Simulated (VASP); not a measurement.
Set up this calculation in VASP 6.6.1, as the native input.

* Task: single point
* Functional: r2SCAN
* Potentials or basis: VASP PAW PBE potentials, release 64 (Hg, Te)
* Cutoff: 520 eV
* k mesh: 4 × 4 × 4
* Occupations: fermi-dirac, width 0.02 eV
* Spin: no spin polarisation
* Dipole correction: no
* Further INCAR settings: ALGO = Normal; EDIFF = 1e-07; NBANDS = 16

Crystal: HgTe.

```
Hg Te
1.0
     3.79034    0.00000    0.00000
     0.00000    3.79034    0.00000
     0.00000    0.00000    3.79034
Hg Te
1 1
Direct
  0.00000 0.00000 0.00000
  0.50000 0.50000 0.50000
```

The input as run:

POSCAR

```
HgTe
1.0
    3.7903382949      0.0000000000      0.0000000000
    0.0000000000      3.7903382949      0.0000000000
    0.0000000000      0.0000000000      3.7903382949
Hg Te
1 1
Direct
    0.0000000000      0.0000000000      0.0000000000
    0.5000000000      0.5000000000      0.5000000000
```

INCAR.step1

```
SYSTEM = HgTe
PREC = Accurate
ENCUT = 520
ISMEAR = -1
SIGMA = 0.02
LREAL = .FALSE.
LASPH = .TRUE.
NELM = 80
NBANDS = 16
GGA = PE
ALGO = Normal
EDIFF = 1E-4
LWAVE = .TRUE.
LCHARG = .FALSE.
```

INCAR.step2

```
SYSTEM = HgTe
PREC = Accurate
ENCUT = 520
EDIFF = 1E-7
ISMEAR = -1
SIGMA = 0.02
LREAL = .FALSE.
LASPH = .TRUE.
NELM = 80
ALGO = Normal
ISIF = 2
LWAVE = .FALSE.
LCHARG = .FALSE.
METAGGA = R2SCAN
LMIXTAU = .TRUE.
NBANDS = 16
ISTART = 1
```

KPOINTS

```
regular mesh
0
G
  4 4 4
  0 0 0
```

Potentials or basis: VASP PAW PBE potentials, release 64 (Hg, Te).

The run is started by

```sh
$ cat potpaw_PBE.64/Hg/POTCAR potpaw_PBE.64/Te/POTCAR > POTCAR
$ cp INCAR.step1 INCAR
$ mpirun -np 1 vasp_std > vasp.out
$ cp INCAR.step2 INCAR
$ mpirun -np 1 vasp_std > vasp.out
```

Results of the run:

```json
{
  "Pressure": "0.2 GPa",
  "Band gap on the k mesh": "zero (band 9 reaches 5.20 eV, above the bottom of band 10 at 3.63 eV)"
}
```

Caveat: the k points lie up to 0.41 Å⁻¹ apart; the PAW data sets were made with another functional, which shifts forces and pressure a little; spin-orbit coupling is left out, which moves the levels of the heavy elements.

Run time: 40 s on 1 thread of Intel(R) Xeon(R) Platinum 8488C (Sapphire Rapids) (shared host), peak memory 0.16 GiB.
